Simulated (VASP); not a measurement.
Wanted: the native input for a VASP 6.6.1 run.

- Task: single point
- Functional: PBE
- Dispersion: D3(BJ)
- Potentials or basis: VASP PAW PBE potentials, release 64 (Ga_d, Sb)
- Cutoff: 500 eV
- k mesh: 12 × 12 × 12
- Occupations: gaussian, width 0.1 eV
- Spin: no spin polarisation
- Dipole correction: no
- Further INCAR settings: ALGO = Normal; EDIFF = 1e-06; NBANDS = 16

The structure of GaSb lies in POSCAR:

```
GaSb
1.0
    0.0000000000      3.0645583952      3.0645583952
    3.0645583952      0.0000000000      3.0645583952
    3.0645583952      3.0645583952      0.0000000000
Ga Sb
1 1
Direct
    0.0000000000      0.0000000000      0.0000000000
    0.2500000000      0.2500000000      0.2500000000
```

The input as run:

INCAR

```
SYSTEM = GaSb
PREC = Accurate
ENCUT = 500
EDIFF = 1E-6
ISMEAR = 0
SIGMA = 0.1
LREAL = .False.
LASPH = .True.
NELM = 120
ALGO = Normal
ISIF = 2
LWAVE = .False.
LCHARG = .False.
GGA = PE
IVDW = 12
NBANDS = 16
GGA_COMPAT = .False.
```

KPOINTS

```
Automatic mesh
0
Gamma
  12 12 12
  0 0 0
```

Potentials or basis: VASP PAW PBE potentials, release 64 (Ga_d, Sb).

Launch:

```sh
$ cat potpaw_PBE.64/Ga_d/POTCAR potpaw_PBE.64/Sb/POTCAR > POTCAR
$ mpirun -np 1 vasp_std > vasp.out
```

It gave:

| Property | Result |
| --- | --- |
| Pressure | 0.1 GPa |
| Band gap on the k mesh | zero (filled and empty bands touch) |
| Dispersion energy per atom | -0.331 eV |

Caveat: semilocal functionals underestimate gaps, and a narrow one can read as zero; spin-orbit coupling is left out, which moves the levels of the heavy elements.

It took 73 s on 1 thread of AMD EPYC 7R13, with other jobs on the host, peak memory 0.22 GiB.
